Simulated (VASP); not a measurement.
**B: single point with PBE**

B:

```
B
1.0
     2.57389    0.00000    0.00000
    -1.28695    2.22906    0.00000
     0.00000    0.00000    3.00825
B
4
Direct
  0.00000 0.00000 0.25000
  0.00000 0.00000 0.75000
  0.33333 0.66667 0.25000
  0.66667 0.33333 0.75000
```

This cell differs from its parent crystal: volume scaled by 0.55.

| Property | Result |
| --- | --- |
| Program | VASP 6.6.1 |
| Task | single point |
| Functional | PBE |
| Potentials or basis | VASP PAW PBE potentials, release 64 (B) |
| Cutoff | 520 eV |
| k mesh | 15 × 15 × 5 |
| Occupations | fermi-dirac, width 0.05 eV |
| Spin | no spin polarisation |
| Dipole correction | no |
| Further INCAR settings | ALGO = Normal; EDIFF = 1e-07; NBANDS = 14 |

```yaml
Pressure: 264.3 GPa
Band_gap_on_the_k_mesh: zero (band 6 reaches 14.42 eV, above the bottom of band 7 at 12.59 eV)
```

Stress tensor (GPa, compression positive):
```
264.62   0.00   0.00
  0.00 264.62   0.00
  0.00   0.00 263.65
```

Levels at points of the mesh, in eV from the Fermi level:
```tsv
k point	band 2	band 3	band 4	band 5	band 6	band 7	band 8	band 9	band 10	band 11
(0.00, 0.00, 0.00)	-12.70	-4.59	-4.04	-4.04	-0.57	-0.57	7.69	9.50	9.50	10.65
```

Wall time 12 s on 1 thread of AMD EPYC 9R45 96-Core Processor (Zen 5), with other jobs on the host, peak memory 0.1 GiB.

Caveat: the k points lie up to 0.42 Å⁻¹ apart.
